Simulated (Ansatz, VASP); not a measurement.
**Two plane-wave programs on ZnS3**

```xyz
4
Lattice="3.4588 0.0000 0.0000 0.0000 3.4588 0.0000 0.0000 0.0000 7.0095" Properties=species:S:1:pos:R:3 pbc="T T T"
Zn    1.7294    1.7294    3.5048
S     0.0000    0.0000    5.2391
S     0.0000    0.0000    1.7704
S     1.7294    1.7294    0.0000
```

Change from the starting cell: species swapped into the MnFe3 type (P4/mmm, No. 123).

Alike in both runs: task relaxation of cell and atoms; functional PBE; k mesh 6 × 6 × 4; occupations gaussian, width 0.1 eV; no spin polarisation.

|  | VASP | Ansatz |
| --- | --- | --- |
| version | VASP 6.6.1 | Ansatz 0.2.0 |
| potentials or method | VASP PAW PBE potentials, release 64 (Zn, S), cutoff 600 eV | scalar-relativistic, plane waves, PAW |
| valence electrons in the cell | 30 | 30 |

```csv
,VASP,Ansatz,Ansatz less VASP
"gap on the k mesh at the Fermi level, each at its own relaxed structure (eV)",none,none,-
relaxed volume (Å³/atom),21.55,16.11,-5.445
relaxed cell length with the largest relative difference (Å),4.638,6.129,+1.4907
```

A gap of «none» marks a metal or a gap that the smearing closes. One of these differences is far larger than is usual between the two programs; its cause wasn't traced.
